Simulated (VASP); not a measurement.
# Lu (Im-3m) in VASP: notebook, part 2 of 2

VASP 6.6.1. The steps go on from the part before.

### 3 Single point, PBE

Input file INCAR:

```
ALGO = Normal
EDIFF = 1E-7
ENCUT = 520
GGA = PE
ISIF = 2
ISMEAR = -1
LASPH = T
LCHARG = T
LELF = T
LREAL = F
LVHAR = T
LWAVE = F
NBANDS = 18
NELM = 60
PREC = Accurate
SIGMA = 0.08
```

Input file KPOINTS:

```
k-points
0
Gamma
  16 16 16
```

Input file POSCAR:

```
Lu
1.0
   -1.6386288383      1.6386288383      1.6386288383
    1.6386288383     -1.6386288383      1.6386288383
    1.6386288383      1.6386288383     -1.6386288383
Lu
1
Direct
    0.0000000000      0.0000000000      0.0000000000
```

Potentials or basis: VASP PAW PBE potentials, release 64 (Lu).

Launch:

```console
cat potpaw_PBE.64/Lu/POTCAR > POTCAR
mpirun -np 1 vasp_std > vasp.out
```

Wall time 37 s (1 thread of Intel Xeon Platinum 8259CL at 2.50GHz (Skylake/Cascade Lake), shared host); peak memory 0.19 GiB.

Results (log left out):

```
Free energy : -3.0457 eV
Pressure    : 52.3 GPa
```

Levels at points of the mesh, in eV from the Fermi level:
```
           k point  band 8  band 9  band 10  band 11  band 12  band 13  band 14  band 15  band 16  band 17
(0.00, 0.00, 0.00)   -4.76   -4.44    -4.44    -4.44    -4.36     2.67     2.67     2.67     6.24     6.24
(0.50, 0.00, 0.00)   -4.51   -4.46    -4.46    -4.41    -3.69    -0.31     3.39     6.45     7.86    11.82
(0.50, 0.50, 0.50)   -4.60   -4.42    -4.42    -4.42    -3.46    -3.46    10.41    10.41    10.41    10.57
```

Caveat: spin-orbit coupling is left out, which moves the levels of the heavy elements.

### 4 Relaxation of cell and atoms, PBE, target pressure 51 GPa, at which the enthalpy is minimised

Input file INCAR:

```
ALGO = Normal
EDIFF = 1E-7
EDIFFG = -0.005
ENCUT = 600
GGA = PE
IBRION = 2
ISIF = 3
ISMEAR = -1
LASPH = True
LCHARG = False
LREAL = False
LWAVE = False
NELM = 60
NSW = 60
PREC = Accurate
PSTRESS = 510.0
SIGMA = 0.08
```

KPOINTS is that of step 3.

Input file POSCAR:

```
Lu
1.0
   -1.6384638201      1.6384638201      1.6384638201
    1.6384638201     -1.6384638201      1.6384638201
    1.6384638201      1.6384638201     -1.6384638201
Lu
1
Direct
    0.0000000000      0.0000000000      0.0000000000
```

Potentials or basis: VASP PAW PBE potentials, release 64 (Lu).

Launch:

```console
cat potpaw_PBE.64/Lu/POTCAR > POTCAR
mpirun -np 1 vasp_std > vasp.out
```

OUTCAR:

```text
EDIFF = 1E-7
   EDIFFG = -0.005
   ENCUT = 600
   GGA = PE
   IBRION = 2
   ISIF = 3
   ISMEAR = -1
   LASPH = True
   LREAL = False
   NELM = 60
   NSW = 60
   PREC = Accurate
   PSTRESS = 510.0

 ion  position               nearest neighbor table
   1  0.000  0.000  0.000-

  LATTYP: Found a body centered cubic cell.
 ALAT       =     3.2769276402

  Lattice vectors:

 A1 = (  -1.6384638201,   1.6384638201,   1.6384638201)
 A2 = (   1.6384638201,  -1.6384638201,   1.6384638201)
 A3 = (   1.6384638201,   1.6384638201,  -1.6384638201)

Analysis of symmetry for initial positions (statically):
[... 248 lines left out ...]
  ---------------------------------------------------
  ext. energy  EPLUGINS =         0.00000000
  ---------------------------------------------------
  free energy    TOTEN  =        -3.08708094 eV

  energy without entropy =       -3.05343374  energy(sigma->0) =       -3.07025734

 E-fermi :   4.5125     XC(G=0): -13.3540

 val. band max:        4.4980883790   @ k =   0.3750   0.2500  -0.0000
 cond. band min:       4.5277005359   @ k =   0.2500   0.1875   0.0000
 fundamental gap:      0.0296121569
 Fermi energy:         4.5124581345

 k-point     1 :       0.0000    0.0000    0.0000
  band No.  band energies     occupation
      1     -51.1831      2.00000
      2     -20.8164      2.00000
      3     -20.8164      2.00000
      4     -20.8164      2.00000
      5      -2.5490      2.00000
      6      -0.2466      2.00000
[... 433 lines left out ...]
      3     -21.5522      2.00000
      4     -21.0208      2.00000
      5      -0.1833      2.00000
      6      -0.1570      2.00000
[... 8 lines left out ...]
     15      10.1048      0.00000
     16      12.2176      0.00000

 [... further k-points ...]

------------------------ aborting loop because EDIFF is reached ----------------------------------------

  FORCE on cell =-STRESS in cart. coord.  units (eV):
  Direction    XX          YY          ZZ          XY          YZ          ZX
  --------------------------------------------------------------------------------------
  -------------------------------------------------------------------------------------
  Total        5.6432559      5.6432559      5.6432559      0.0000000     -0.0000000     -0.0000000
  in kB      510.0851493    510.0851493    510.0851493      0.0000000     -0.0000000     -0.0000000
  external PRESSURE =       0.0851493 kB  Pullay stress =     510.0000000 kB
[... 20 lines left out ...]
  energy  without entropy=       -3.0534337410  energy(sigma->0) =       -3.07025734

  enthalpy is  TOTEN    =         2.5552329337 eV   P V=        5.6423138728

 reached required accuracy - stopping structural energy minimisation
```

It took 89 s on 1 thread of Intel Xeon Platinum 8259CL at 2.50GHz (Skylake/Cascade Lake), shared host; peak memory 0.19 GiB.

What came out:

```
Free energy                                            : -3.0871 eV
Relaxed volume                                         : 17.73 Å³/atom
Relaxed cell                                           : a = 2.845 Å, b = 2.845 Å, c = 2.845 Å, α = 109.47°, β = 109.47°, γ = 109.47°
Space group after relaxing (to 0.05 Å)                 : Im-3m (No. 229)
Energy change on relaxing (the enthalpy is what falls) : -42.3 meV/atom
Ionic steps                                            : 3
Pressure after relaxing                                : 51.0 GPa
```

The path:
```tsv
step	energy change (eV)	largest force (eV/Å)	pressure (GPa)	volume (Å³)
1	0.0000	0.0000	52.40	17.59
2	-0.1240	0.0000	48.31	17.99
3	-0.0423	0.0000	51.01	17.73
```

Final structure:
```
CELL_PARAMETERS angstrom
-1.64253 1.64253 1.64253
1.64253 -1.64253 1.64253
1.64253 1.64253 -1.64253
ATOMIC_POSITIONS crystal
Lu 0.00000 0.00000 0.00000
```

Levels at points of the mesh, in eV from the Fermi level:
| k point | band 9 | band 10 | band 11 | band 12 | band 13 | band 14 | band 15 | band 16 |
| --- | --- | --- | --- | --- | --- | --- | --- | --- |
| (0.00, 0.00, 0.00) | -4.45 | -4.45 | -4.45 | -4.36 | 2.66 | 2.66 | 2.66 | 6.21 |
| (0.50, 0.00, 0.00) | -4.47 | -4.46 | -4.41 | -3.68 | -0.30 | 3.32 | 6.41 | 7.81 |
| (0.50, 0.50, 0.50) | -4.42 | -4.42 | -4.42 | -3.43 | -3.43 | 10.34 | 10.34 | 10.34 |

Caveat: the cell is relaxed towards a set pressure, so the enthalpy falls and the energy may rise; spin-orbit coupling is left out, which moves the levels of the heavy elements.
